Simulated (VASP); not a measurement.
Crystal: SiPb (CsCl type).

```xyz
2
Lattice="3.3106 0.0000 0.0000 0.0000 3.3106 0.0000 0.0000 0.0000 3.3106" Properties=species:S:1:pos:R:3 pbc="T T T"
Pb    0.0000    0.0000    0.0000
Si    1.6553    1.6553    1.6553
```

- Program: VASP 6.6.1
- Task: relaxation of cell and atoms
- Functional: PBEsol
- Potentials or basis: VASP PAW PBE potentials, release 64 (Pb_d, Si)
- Cutoff: 600 eV
- k mesh: 11 × 11 × 11
- Occupations: fermi-dirac, width 0.08 eV
- Spin: no spin polarisation

At the start: pressure 24.7 GPa; volume 18.14 Å³/atom.

**Question.** Where does the relaxation end?

**Answer.** Over 6 steps the energy falls by 297.8 meV/atom and the volume is 22.93 Å³/atom (+26.4 %); space group Pm-3m (No. 221, to 0.05 Å).

Step by step:
```tsv
step	energy change (eV)	largest force (eV/Å)	pressure (GPa)	volume (Å³)
1	0.0000	0.0000	24.70	36.28
2	-0.4304	0.0000	-6.45	53.04
3	-0.5957	0.0000	0.07	45.82
4	-0.5956	0.0000	-0.21	46.03
5	-0.5957	0.0000	0.04	45.84
6	-0.5957	0.0000	0.00	45.87
```

Final structure:
```xyz
2
Lattice="3.5796 0.0000 0.0000 0.0000 3.5796 0.0000 0.0000 0.0000 3.5796" Properties=species:S:1:pos:R:3 pbc="T T T"
Pb    0.0000    0.0000    0.0000
Si    1.7898    1.7898    1.7898
```

Caveat: the volume moved by over 15 % at a fixed basis, so the end points are rough; the PAW data sets were made with another functional, which shifts forces and pressure a little.
